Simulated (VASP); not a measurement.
Runs of VASP 6.6.1 on NbSi2. The structure is that of space group P6_222 (No. 180), or close to it. The cells are those of the table. 

```csv
task,level,potentials or basis,cell,cutoff (eV),gap on the mesh (eV),pressure (GPa),relaxed volume (Å³/atom)
single point,r2SCAN,"VASP PAW PBE potentials, release 64 (Nb_sv, Si)","a = 4.796, b = 4.796, c = 6.582 Å, angles 90.0, 90.0, 120.0°, 9 atoms",520,none,-0.3,-
relaxation of cell and atoms,LDA,"VASP PAW LDA potentials, release 64 (Nb_sv, Si)","relaxed from a = 4.819, b = 4.819, c = 6.592 Å, angles 90.0, 90.0, 120.0°, 9 atoms",600,none,0.1,14.16
relaxation of cell and atoms,PBE,"VASP PAW PBE potentials, release 64 (Nb_sv, Si)","relaxed from a = 4.819, b = 4.819, c = 6.592 Å, angles 90.0, 90.0, 120.0°, 9 atoms",600,none,0.0,14.72
single point,PBEsol,"VASP PAW PBE potentials, release 64 (Nb_sv, Si)","a = 4.770, b = 4.770, c = 6.573 Å, angles 90.0, 90.0, 120.0°, 9 atoms",520,none,-0.1,-
single point,PBE,"VASP PAW PBE potentials, release 64 (Nb_sv, Si)","a = 4.813, b = 4.813, c = 6.615 Å, angles 90.0, 90.0, 120.0°, 9 atoms",520,none,-0.3,-
relaxation of cell and atoms,PBEsol,"VASP PAW PBE potentials, release 64 (Nb_sv, Si)","relaxed from a = 4.819, b = 4.819, c = 6.592 Å, angles 90.0, 90.0, 120.0°, 9 atoms",600,none,0.0,(a)
single point,LDA,"VASP PAW LDA potentials, release 64 (Nb_sv, Si)","a = 4.745, b = 4.745, c = 6.536 Å, angles 90.0, 90.0, 120.0°, 9 atoms",520,none,0.0,-
```

Alike in all rows: no spin polarisation; k mesh 8 × 8 × 5; smearing fermi-dirac 0.1 eV.

**Question.** Estimate the missing entries.

**Answer.** (a) 14.38.

Caveats: the PAW data sets were made with another functional, which shifts forces and pressure a little (at least some runs).

A k mesh can miss the band edges, and the runs leave out spin-orbit coupling on Nb.

A gap of «none» marks levels without a gap at the run's occupations.
